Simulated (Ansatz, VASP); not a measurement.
**BaF2: VASP beside Ansatz**

Contents of INCAR:

```
  PREC = Accurate
  ENCUT = 520
  EDIFF = 1E-8
  ISMEAR = -1
  SIGMA = 0.01
  LREAL = False
  LASPH = True
  NELM = 120
  ALGO = Normal
  ISIF = 2
  LWAVE = False
  LCHARG = False
  LEFG = True
  NBANDS = 19
  GGA_COMPAT = False
```

KPOINTS

```
Automatic mesh
0
Gamma
  8 8 8
```

File POSCAR:

```
BaF2
1.0
    0.0000000000      3.0896818624      3.0896818624
    3.0896818624      0.0000000000      3.0896818624
    3.0896818624      3.0896818624      0.0000000000
Ba F
1 2
Direct
    0.0000000000      0.0000000000      0.0000000000
    0.2500000000      0.2500000000      0.2500000000
    0.7500000000      0.7500000000      0.7500000000
```

Input for Ansatz:

```yaml
crystal:
  lattice:
    - [0.0, 3.0896818624, 3.0896818624]
    - [3.0896818624, 0.0, 3.0896818624]
    - [3.0896818624, 3.0896818624, 0.0]
  atoms:
    - { symbol: Ba, position: [0.0, 0.0, 0.0] }
    - { symbol: F, position: [0.25, 0.25, 0.25] }
    - { symbol: F, position: [0.75, 0.75, 0.75] }
kpoints:
  mp_grid: { grid: [8, 8, 8] }
scf:
  occupations: { method: fermi_dirac, width: 0.01 }
hamiltonian:
  xc: lda
  pseudopotentials: { kind: all_electron, datasets: crystal }
output:
  forces: true
  stress: true
  eigenvalues: true
  efg: { contact_densities: true }
```

Change from the starting cell: volume scaled by 0.99, crystal datasets.

Alike in both runs: task electric field gradients; functional LDA; k mesh 8 × 8 × 8; occupations fermi-dirac, width 0.01 eV; no spin polarisation.

|  | VASP | Ansatz |
| --- | --- | --- |
| version | VASP 6.6.1 | Ansatz 0.2.0 |
| potentials or method | VASP PAW LDA potentials, release 64 (Ba_sv, F), cutoff 520 eV | all-electron PAW with datasets made for the crystal, scalar-relativistic |

|  | VASP | Ansatz | Ansatz less VASP |
| --- | --- | --- | --- |
| gap on the k mesh at the Fermi level (eV) | 6.43 | 6.49 | +0.059 |
| pressure (GPa) | -2.8 | -4.1 | -1.24 |

LDA's correlation is that of Perdew and Zunger in VASP and of Perdew and Wang (1992) in Ansatz. Ansatz ran all-electron here, and VASP with PAW potentials.

Neither program's run includes spin-orbit coupling.
